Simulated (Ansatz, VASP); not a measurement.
## H2CO: VASP beside Ansatz

```
CELL_PARAMETERS angstrom
7.15309 0.00000 0.00000
0.00000 7.15309 0.00000
0.00000 0.00000 7.15309
ATOMIC_POSITIONS crystal
O 0.21019 0.55712 0.76609
O 0.29355 0.01397 0.46182
O 0.61770 0.57136 0.14152
O 0.65901 0.44431 0.61386
O 0.89200 0.95310 0.64165
O 0.48835 0.07857 0.00862
C 0.31025 0.60451 0.63696
C 0.20007 0.94203 0.34029
C 0.71456 0.58761 0.00341
C 0.64318 0.28049 0.65606
C 0.94482 0.92999 0.80060
C 0.36674 0.19205 0.97732
H 0.41439 0.71915 0.65154
H 0.30254 0.53648 0.49718
H 0.06314 0.00175 0.29609
H 0.24610 0.81232 0.26643
H 0.67584 0.68100 0.88530
H 0.84799 0.50869 0.98528
H 0.55024 0.18424 0.57773
H 0.72014 0.22082 0.77634
H 0.85129 0.95840 0.92309
H 0.08758 0.87799 0.83361
H 0.39141 0.34648 0.97670
H 0.21946 0.14873 0.94666
```

Alike in both runs: functional PBE; dispersion D3(BJ); k mesh 1 × 1 × 1; occupations fermi-dirac, width 0.02 eV; no spin polarisation.

Ansatz relaxed the structure, and its values are those at the end. VASP's run is a single point on that final structure, the one shown.

|  | VASP | Ansatz |
| --- | --- | --- |
| version | VASP 6.6.1 | Ansatz 0.2.0 |
| potentials or method | VASP PAW PBE potentials, release 64 (O_h, C_h, H_h), cutoff 1000 eV | scalar-relativistic, plane waves, PAW |
| valence electrons in the cell | 72 | 72 |

|  | VASP | Ansatz | Ansatz less VASP |
| --- | --- | --- | --- |
| rms of the force components (eV/Å) | 0.068 | 0.067 | -0.0005 |
